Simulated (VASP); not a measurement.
Here is a VASP 6.6.1 calculation.

The input INCAR:

```
SYSTEM = I
  PREC = Accurate
  ENCUT = 600
  EDIFF = 1E-7
  ISMEAR = -1
  SIGMA = 0.05
  LREAL = .FALSE.
  LASPH = .TRUE.
  NELM = 100
  ALGO = Normal
  ISIF = 3
  LWAVE = .FALSE.
  LCHARG = .FALSE.
  GGA = PE
  IBRION = 2
  NSW = 80
  EDIFFG = -0.005
```

Contents of KPOINTS:

```
Automatic mesh
0
G
  7 7 11
  0 0 0
```

The input POSCAR:

```
I
1.0
    2.5383465792     -3.7066249365      0.0000000000
    2.5383465792      3.7066249365      0.0000000000
   -1.6208748370      0.0000000000      2.3810977968
I
1
Direct
    0.5000000000      0.5000000000      0.5000000000
```

Potentials or basis: VASP PAW PBE potentials, release 64 (I).

The run is started by

```sh
$ cat potpaw_PBE.64/I/POTCAR > POTCAR
$ mpirun -np 1 vasp_std > vasp.out
```

What does it give for the relaxed cell?

a = 5.127 Å, b = 5.127 Å, c = 2.912 Å, α = 106.85°, β = 106.85°, γ = 118.34°.

Predict the space group after relaxing (to 0.1 Å).

C2/m (No. 12).

Predict the band gap on the k mesh.

zero (an odd number of electrons rules out a gap without spin polarisation).

Predict the relaxed volume.

55.53 Å³/atom.

Step by step:
| step | energy change (eV) | largest force (eV/Å) | pressure (GPa) | volume (Å³) |
| --- | --- | --- | --- | --- |
| 1 | 0.0000 | 0.0000 | 1.07 | 44.81 |
| 2 | -0.0027 | 0.0000 | -0.30 | 46.77 |
| 3 | -0.0048 | 0.0000 | 0.21 | 45.95 |
| 4 | -0.0072 | 0.0000 | 0.18 | 46.61 |
| 5 | -0.0126 | 0.0000 | 0.13 | 48.62 |
| 6 | -0.0169 | 0.0000 | 0.17 | 52.72 |
| 7 | -0.0136 | 0.0000 | -0.56 | 54.99 |
| 8 | -0.0172 | 0.0000 | -0.02 | 53.25 |
| 9 | -0.0175 | 0.0000 | -0.04 | 53.66 |
| 10 | -0.0179 | 0.0000 | -0.09 | 54.90 |
| 11 | -0.0180 | 0.0000 | 0.08 | 54.93 |
| 12 | -0.0181 | 0.0000 | 0.01 | 54.92 |
| 13 | -0.0181 | 0.0000 | 0.02 | 54.96 |
| 14 | -0.0182 | 0.0000 | 0.04 | 55.09 |
| 15 | -0.0183 | 0.0000 | 0.09 | 55.33 |
| 16 | -0.0183 | 0.0000 | 0.08 | 55.37 |
| 17 | -0.0184 | 0.0000 | 0.04 | 55.50 |
| 18 | -0.0183 | 0.0000 | -0.03 | 55.75 |
| 19 | -0.0184 | 0.0000 | 0.02 | 55.58 |
| 20 | -0.0184 | 0.0000 | 0.02 | 55.58 |
| 21 | -0.0184 | 0.0000 | 0.01 | 55.57 |
| 22 | -0.0184 | 0.0000 | -0.01 | 55.55 |
| 23 | -0.0184 | 0.0000 | -0.01 | 55.55 |
| 24 | -0.0184 | 0.0000 | 0.00 | 55.53 |

Caveat: the volume moved by over 15 % at a fixed basis, so the end points are rough; spin-orbit coupling is left out, which moves the levels of the heavy elements; an odd number of electrons without spin polarisation forces a metal; a magnetic or distorted state may lie lower.
